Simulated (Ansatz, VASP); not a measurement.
## Two plane-wave programs on Cu

The input INCAR:

```
PREC = Accurate ; ENCUT = 700
EDIFF = 1E-6 ; ISMEAR = 0
SIGMA = 0.1 ; LREAL = False
LASPH = True ; NELM = 120
ALGO = Normal ; ISIF = 2
LWAVE = False ; LCHARG = False
GGA = CA ; NBANDS = 16
GGA_COMPAT = False
```

The input KPOINTS:

```
Automatic mesh
0
Gamma
  20 20 20
```

File POSCAR:

```
Cu
1.0
    0.0000000000      1.7230692117      1.7230692117
    1.7230692117      0.0000000000      1.7230692117
    1.7230692117      1.7230692117      0.0000000000
Cu
1
Direct
    0.0000000000      0.0000000000      0.0000000000
```

Input for Ansatz:

```yaml
crystal:
  lattice:
    - [0.0, 1.7230692117, 1.7230692117]
    - [1.7230692117, 0.0, 1.7230692117]
    - [1.7230692117, 1.7230692117, 0.0]
  atoms:
    - { symbol: Cu, position: [0.0, 0.0, 0.0] }
basis:
  ecutwfc: 420
kpoints:
  mp_grid: { grid: [20, 20, 20] }
hamiltonian:
  xc: lda
  pseudopotentials: { kind: paw, azcp: { folder: soft_1 } }
scf:
  occupations: { method: gaussian, width: 0.1 }
output:
  forces: true
  stress: true
  eigenvalues: true
```

Alike in both runs: task single point; functional LDA; k mesh 20 × 20 × 20; occupations gaussian, width 0.1 eV; no spin polarisation.

|  | VASP | Ansatz |
| --- | --- | --- |
| version | VASP 6.6.1 | Ansatz 0.2.0 |
| potentials or method | VASP PAW LDA potentials, release 64 (Cu_sv_GW), cutoff 700 eV | scalar-relativistic, plane waves, PAW |
| valence electrons in the cell | 19 | 19 |

VASP gave:

```
gap on the k mesh at the Fermi level (eV) : none
pressure (GPa)                            : 9.1
```

**Question.** Estimate Ansatz's values.

**Answer.** gap on the k mesh at the Fermi level (eV): none; pressure (GPa): 13.6.

Ansatz warns that its potentials were made for another functional, while VASP's fit it. LDA's correlation is that of Perdew and Zunger in VASP and of Perdew and Wang (1992) in Ansatz. A gap of «none» marks a metal or a gap that the smearing closes. One of these differences is far larger than is usual between the two programs; its cause wasn't traced.
